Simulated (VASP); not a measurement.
Input of a VASP 6.6.1 run:

File POSCAR:

```
LiCl
1.0
    0.0000000000      2.5650000000      2.5650000000
    2.5650000000      0.0000000000      2.5650000000
    2.5650000000      2.5650000000      0.0000000000
Li Cl
1 1
Direct
    0.0000000000      0.0000000000      0.0000000000
    0.5000000000      0.5000000000      0.5000000000
```

File INCAR.step1:

```
ALGO = Normal
EDIFF = 1E-5
EDIFFG = -0.005
ENCUT = 830
GGA = PE
GGA_COMPAT = F
IBRION = 2
ISIF = 3
ISMEAR = -1
LASPH = T
LCHARG = F
LREAL = F
LWAVE = T
NELM = 120
NELMIN = 4
NSW = 100
PREC = Accurate
SIGMA = 0.01
```

Contents of INCAR.step2:

```
ALGO = Normal
EDIFF = 1E-7
EDIFFG = -0.01
ENCUT = 830
GGA_COMPAT = F
IBRION = 2
ISIF = 3
ISMEAR = -1
ISTART = 1
LASPH = T
LCHARG = F
LMIXTAU = T
LREAL = F
LWAVE = F
METAGGA = R2SCAN
NELM = 120
NELMIN = 4
NSW = 60
PREC = Accurate
SIGMA = 0.01
```

KPOINTS

```
k-points
0
Gamma
  8 8 8
```

Potentials or basis: VASP PAW PBE potentials, release 64 (Li_sv, Cl).

Command:

```bash
$ cat potpaw_PBE.64/Li_sv/POTCAR potpaw_PBE.64/Cl/POTCAR > POTCAR
$ cp INCAR.step1 INCAR
$ mpirun -np 1 vasp_std > vasp.out
$ cp INCAR.step2 INCAR
$ mpirun -np 1 vasp_std > vasp.out
```

Question: Estimate the space group after relaxing (to 0.1 Å).

Answer: Fm-3m (No. 225).

Question: What does it give for the relaxed cell?

Answer: a = 3.596 Å, b = 3.596 Å, c = 3.596 Å, α = 60.00°, β = 60.00°, γ = 60.00°.

Question: What does it give for the relaxed volume?

Answer: 16.45 Å³/atom.

Step by step:
| step | energy change (eV) | largest force (eV/Å) | pressure (GPa) | volume (Å³) |
| --- | --- | --- | --- | --- |
| 1 | 0.0000 | 0.0000 | -0.84 | 33.75 |
| 2 | -0.0019 | 0.0000 | -0.39 | 33.32 |
| 3 | -0.0022 | 0.0000 | -0.23 | 33.18 |
| 4 | -0.0025 | 0.0000 | 0.09 | 32.89 |

Caveat: the PAW data sets were made with another functional, which shifts forces and pressure a little.
